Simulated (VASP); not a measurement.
Write the native input for VASP 6.6.1 that does the following.

```yaml
Task: single point
Functional: r2SCAN
Potentials_or_basis: VASP PAW PBE potentials, release 64 (Mg_sv, O)
Cutoff: 750 eV
k_mesh: 8 × 8 × 8
Occupations: gaussian, width 0.02 eV
Spin: no spin polarisation
Dipole_correction: no
Mended: yes
Further_INCAR_settings: ALGO = Normal; EDIFF = 1e-06; NBANDS = 15
```

Crystal: MgO.

```
CELL_PARAMETERS angstrom
0.00000 2.10377 2.10377
2.10377 0.00000 2.10377
2.10377 2.10377 0.00000
ATOMIC_POSITIONS crystal
Mg 0.00000 0.00000 0.00000
O 0.50000 0.50000 0.50000
```

These files were run (other wordings do the same):

POSCAR

```
MgO
1.0
    0.0000000000      2.1037661437      2.1037661437
    2.1037661437      0.0000000000      2.1037661437
    2.1037661437      2.1037661437      0.0000000000
Mg O
1 1
Direct
    0.0000000000      0.0000000000      0.0000000000
    0.5000000000      0.5000000000      0.5000000000
```

INCAR.step1

```
ALGO     = Normal         # electronic algorithm
EDIFF    = 1E-5           # SCF threshold, eV
ENCUT    = 750            # plane-wave cutoff, eV
GGA      = PE             # functional
GGA_COMPAT= False        
ISMEAR   = 0              # smearing method
LASPH    = True           # aspherical terms in the spheres
LCHARG   = False          # write CHGCAR
LREAL    = False          # projectors in reciprocal space
LWAVE    = True           # write WAVECAR
NBANDS   = 15             # bands
NELM     = 120            # most SCF steps
PREC     = Accurate       # precision mode
SIGMA    = 0.02           # smearing width, eV
```

INCAR.step2

```
ALGO     = Normal         # electronic algorithm
EDIFF    = 1E-6           # SCF threshold, eV
ENCUT    = 750            # plane-wave cutoff, eV
GGA_COMPAT= False        
ISIF     = 2              # what is computed and relaxed
ISMEAR   = 0              # smearing method
ISTART   = 1            
LASPH    = True           # aspherical terms in the spheres
LCHARG   = True           # write CHGCAR
LELF     = True           # ELF
LMIXTAU  = True         
LREAL    = False          # projectors in reciprocal space
LVHAR    = True         
LWAVE    = False          # write WAVECAR
METAGGA  = R2SCAN         # meta-GGA
NBANDS   = 15             # bands
NELM     = 120            # most SCF steps
PREC     = Accurate       # precision mode
SIGMA    = 0.02           # smearing width, eV
```

KPOINTS

```
k-points
0
Gamma
  8 8 8
```

Potentials or basis: VASP PAW PBE potentials, release 64 (Mg_sv, O).

Run with:

```bash
$ cat potpaw_PBE.64/Mg_sv/POTCAR potpaw_PBE.64/O/POTCAR > POTCAR
$ cp INCAR.step1 INCAR
$ mpirun -np 1 vasp_std > vasp.out
$ cp INCAR.step2 INCAR
$ mpirun -np 1 vasp_std > vasp.out
```

Results of the run:

- Pressure: -0.4 GPa
- Band gap on the k mesh: 5.68 eV

Caveat: the PAW data sets were made with another functional, which shifts forces and pressure a little.

It took 38 s on 1 thread of AMD EPYC 9R45 96-Core Processor (Zen 5), with other jobs on the host, peak memory 0.13 GiB.
